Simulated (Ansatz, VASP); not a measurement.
# Two plane-wave programs on TaN

The input POSCAR:

```
TaN
1.0
    0.0000000000      2.1790000000      2.1790000000
    2.1790000000      0.0000000000      2.1790000000
    2.1790000000      2.1790000000      0.0000000000
Ta N
1 1
Direct
    0.5000000000      0.5000000000      0.5000000000
    0.0000000000      0.0000000000      0.0000000000
```

INCAR.step1

```
ALGO = Normal
EDIFF = 1E-4
ENCUT = 600
GGA = PE
ISMEAR = 0
LASPH = T
LCHARG = F
LREAL = F
LWAVE = T
NELM = 100
PREC = Accurate
SIGMA = 0.1
```

INCAR.step2

```
ALGO = Normal
BPARAM = 11.95
CPARAM = 0.0093
EDIFF = 1E-6
EDIFFG = -0.01
ENCUT = 600
IBRION = 2
ISIF = 3
ISMEAR = 0
ISTART = 1
IVDW_NL = 2
LASPH = T
LCHARG = F
LMIXTAU = T
LREAL = F
LUSE_VDW = T
LWAVE = F
METAGGA = R2SCAN
NELM = 100
NSW = 80
PREC = Accurate
SIGMA = 0.1
```

File KPOINTS:

```
k-points
0
Gamma
  13 13 13
```

Input for Ansatz:

```yaml
crystal:
  lattice:
    - [0.0, 2.179, 2.179]
    - [2.179, 0.0, 2.179]
    - [2.179, 2.179, 0.0]
  atoms:
    - { symbol: Ta, position: [0.5, 0.5, 0.5] }
    - { symbol: "N", position: [0.0, 0.0, 0.0] }
kpoints:
  mp_grid:
    grid: [13, 13, 13]
hamiltonian:
  xc: r2scan
  dispersion: rvv10
scf:
  occupations:
    method: gaussian
    width: 0.1
relax:
  cell: {}
```

Alike in both runs: task relaxation of cell and atoms; functional r2SCAN; dispersion rVV10; k mesh 13 × 13 × 13; occupations gaussian, width 0.1 eV; no spin polarisation.

|  | VASP | Ansatz |
| --- | --- | --- |
| version | VASP 6.6.1 | Ansatz 0.2.0 |
| potentials or method | VASP PAW PBE potentials, release 64 (Ta_pv, N) | plane waves, PAW |
| plane-wave cutoff (eV) | 600 | 500 |
| valence electrons in the cell | 16 | 18 |

```csv
,VASP,Ansatz,Ansatz less VASP
relaxed volume (Å³/atom),10.63,10.55,-0.079
relaxed length of the cell vector where the two differ most in proportion (Å),3.110,3.102,-0.0077
```

VASP's potentials were made for PBE, not for r2SCAN. VASP's potentials hold 16 valence electrons a cell and Ansatz's 18, so a difference there can come from the potentials and not from the codes.

Spin-orbit coupling is off throughout.
